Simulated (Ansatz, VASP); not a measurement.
Two plane-wave programs on AlN

Contents of INCAR:

```
SYSTEM = AlN
ALGO = Normal ; EDIFF = 1E-7
EDIFFG = -0.01 ; ENCUT = 520
GGA = PE ; IBRION = 2
ISIF = 2 ; ISMEAR = 0
LASPH = .True. ; LCHARG = .False.
LREAL = .False. ; LWAVE = .False.
NELM = 60 ; NSW = 50
PREC = Accurate ; SIGMA = 0.05
```

File KPOINTS:

```
k-points
0
Gamma
  9 9 6
  0 0 0
```

File POSCAR:

```
AlN
1.0
    3.0986000000      0.0000000000      0.0000000000
   -1.5493000000      2.6834663162      0.0000000000
    0.0000000000      0.0000000000      5.2176000000
Al N
2 2
Direct
    0.3333333333      0.6666666667      0.0017290859
    0.6666666667      0.3333333333      0.5017290859
    0.3333333333      0.6666666667      0.3832709141
    0.6666666667      0.3333333333      0.8832709141
```

Input for Ansatz:

```yaml
crystal:
  lattice:
    - [3.0986, 0.0, 0.0]
    - [-1.5493, 2.6834663162, 0.0]
    - [0.0, 0.0, 5.2176]
  atoms:
    - { symbol: Al, position: [0.3333333333, 0.6666666667, 0.0017290859] }
    - { symbol: Al, position: [0.6666666667, 0.3333333333, 0.5017290859] }
    - { symbol: "N", position: [0.3333333333, 0.6666666667, 0.3832709141] }
    - { symbol: "N", position: [0.6666666667, 0.3333333333, 0.8832709141] }
basis:
  ecutwfc: 520.0
kpoints:
  mp_grid: { grid: [9, 9, 6] }
hamiltonian:
  xc: pbe
  pseudopotentials: { kind: paw, azcp: { folder: soft_1 } }
scf:
  occupations: { method: gaussian, width: 0.05 }
output:
  forces: true
  stress: true
  eigenvalues: true
  write_density: true
  write_potential: true
  elf: true
  volumetric_format: npy
relax:
  adjacent_minimum: "off"
  f_tol: 0.01
  max_steps: 30
```

Alike in both runs: task relaxation of the atoms; functional PBE; k mesh 9 × 9 × 6; occupations gaussian, width 0.05 eV; no spin polarisation.

|  | VASP | Ansatz |
| --- | --- | --- |
| version | VASP 6.6.1 | Ansatz 0.2.0 |
| potentials or method | VASP PAW PBE potentials, release 64 (Al, N), cutoff 520 eV | scalar-relativistic, plane waves, PAW |
| valence electrons in the cell | 16 | 16 |

```csv
,VASP,Ansatz,Ansatz less VASP
"gap on the k mesh at the Fermi level, each at its own relaxed structure (eV)",3.85,3.85,-0.006
```

Ansatz's warnings: stress scf threshold loose.
